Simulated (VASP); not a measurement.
Set up this calculation in VASP 6.6.1, as the native input.

```yaml
Task: single point
Functional: PBE
Potentials_or_basis: VASP PAW PBE potentials, release 64 (Os, C)
Cutoff: 520 eV
k_mesh: 10 × 10 × 10
Occupations: gaussian, width 0.1 eV
Spin: no spin polarisation
Dipole_correction: no
Further_INCAR_settings: ALGO = Normal; EDIFF = 1e-07; NBANDS = 26
```

The structure of Os4C lies in POSCAR:

```
Os4C
1.0
    4.0277776340      0.0000000000      0.0000000000
    0.0000000000      4.0277776340      0.0000000000
    0.0000000000      0.0000000000      4.0277776340
Os C
4 1
Direct
    0.5000000000      0.0000000000      0.0000000000
    0.0000000000      0.5000000000      0.0000000000
    0.0000000000      0.0000000000      0.5000000000
    0.5000000000      0.5000000000      0.5000000000
    0.0000000000      0.0000000000      0.0000000000
```

The input as run:

INCAR

```
PREC     = Accurate       # precision mode
ENCUT    = 520            # plane-wave cutoff, eV
EDIFF    = 1E-7           # SCF threshold, eV
ISMEAR   = 0              # smearing method
SIGMA    = 0.1            # smearing width, eV
LREAL    = False          # projectors in reciprocal space
LASPH    = True           # aspherical terms in the spheres
NELM     = 60             # most SCF steps
ALGO     = Normal         # electronic algorithm
ISIF     = 2              # what is computed and relaxed
LWAVE    = False          # write WAVECAR
LCHARG   = False          # write CHGCAR
GGA      = PE             # functional
NBANDS   = 26             # bands
```

KPOINTS

```
Automatic mesh
0
Gamma
  10 10 10
```

Potentials or basis: VASP PAW PBE potentials, release 64 (Os, C).

The run is started by

```bash
$ cat potpaw_PBE.64/Os/POTCAR potpaw_PBE.64/C/POTCAR > POTCAR
$ mpirun -np 1 vasp_std > vasp.out
```

It gave:

```
Pressure               : 1.6 GPa
Band gap on the k mesh : zero (band 18 reaches 10.28 eV, above the bottom of band 19 at 8.21 eV)
```

Caveat: spin-orbit coupling is left out, which moves the levels of the heavy elements.

It took 52 s on 1 thread of AMD EPYC 9R45 96-Core Processor (Zen 5) (shared host), peak memory 0.19 GiB.
